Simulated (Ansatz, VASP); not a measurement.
Rh in VASP and in Ansatz

Contents of INCAR:

```
SYSTEM = Rh
  ALGO = Fast
  EDIFF = 1E-6
  ENCUT = 520
  GGA = PS
  ISIF = 2
  ISMEAR = 0
  LASPH = .TRUE.
  LCHARG = .FALSE.
  LREAL = .FALSE.
  LWAVE = .FALSE.
  NBANDS = 22
  NELM = 60
  PREC = Accurate
  SIGMA = 0.15
```

Contents of KPOINTS:

```
k-points
0
G
  24 24 14
  0 0 0
```

File POSCAR:

```
Rh
1.0
    2.6484050437      0.0000000000      0.0000000000
   -1.3242025219      2.2935860474      0.0000000000
    0.0000000000      0.0000000000      4.3290202437
Rh
2
Direct
    0.6666666667      0.3333333333      0.7500000000
    0.3333333333      0.6666666667      0.2500000000
```

Input for Ansatz:

```yaml
crystal:
  lattice:
    - [2.6484050437, 0.0, 0.0]
    - [-1.3242025219, 2.2935860474, 0.0]
    - [0.0, 0.0, 4.3290202437]
  atoms:
    - { symbol: Rh, position: [0.6666666667, 0.3333333333, 0.75] }
    - { symbol: Rh, position: [0.3333333333, 0.6666666667, 0.25] }
basis:
  ecutwfc: 420
kpoints:
  mp_grid: { grid: [24, 24, 14] }
hamiltonian:
  xc: pbesol
scf:
  occupations: { method: gaussian, width: 0.15 }
output:
  forces: true
  stress: true
  eigenvalues: true
```

Change from the starting cell: strain -0.0150 x Voigt [1, 1, 0, 0, 0, 0], atoms carried along.

Alike in both runs: task single point; functional PBEsol; k mesh 24 × 24 × 14; occupations gaussian, width 0.15 eV; no spin polarisation.

```csv
,VASP,Ansatz
version,VASP 6.6.1,Ansatz 0.2.0
potentials or method,"VASP PAW PBE potentials, release 64 (Rh_pv), cutoff 520 eV","scalar-relativistic, plane waves, PAW"
valence electrons in the cell,30,34
```

```tsv
	VASP	Ansatz	Ansatz less VASP
gap on the k mesh at the Fermi level (eV)	none	none	-
pressure (GPa)	9.6	9.6	+0.09
traceless stress, the component that is largest in VASP (GPa)	-2.64	-2.64	-0.002
```

VASP's potentials were made for PBE, not for PBEsol. A gap of «none» marks a metal or a gap that the smearing closes. VASP's potentials hold 30 valence electrons a cell and Ansatz's 34, so a difference there can come from the potentials and not from the codes.
